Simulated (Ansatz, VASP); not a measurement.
One calculation of Sc, two programs

```xyz
2
Lattice="3.2868 0.0000 0.0000 -1.6434 2.8464 0.0000 0.0000 0.0000 5.2379" Properties=species:S:1:pos:R:3 pbc="T T T"
Sc    1.6434    0.9488    3.9284
Sc    0.0000    1.8976    1.3095
```

Change from the starting cell: volume scaled by 0.98.

Alike in both runs: task single point; functional pbe exchange, lyp correlation; k mesh 7 × 7 × 4; occupations fermi-dirac, width 0.01 eV; non-collinear spin.

|  | VASP | Ansatz |
| --- | --- | --- |
| version | VASP 6.6.1 | Ansatz 0.2.0 |
| potentials or method | VASP PAW PBE potentials, release 64 (Sc_sv), cutoff 500 eV | all-electron LAPW, point nuclei |

```csv
,VASP,Ansatz,Ansatz less VASP
gap on the k mesh at the Fermi level (eV),none,none,-
pressure (GPa),1.1,1.1,-0.01
"traceless stress, the component that is largest in VASP (GPa)",-1.74,-1.75,-0.006
net moment per atom (μB),0.00,0.00,0.000
```

VASP's potentials were made for PBE, not for pbe exchange, lyp correlation. A gap of «none» marks a metal or a gap that the smearing closes. Ansatz ran all-electron here, and VASP with PAW potentials.

Noted on Ansatz's run: the k mesh is thin for a metal, which can move the energy by tens of meV per atom.
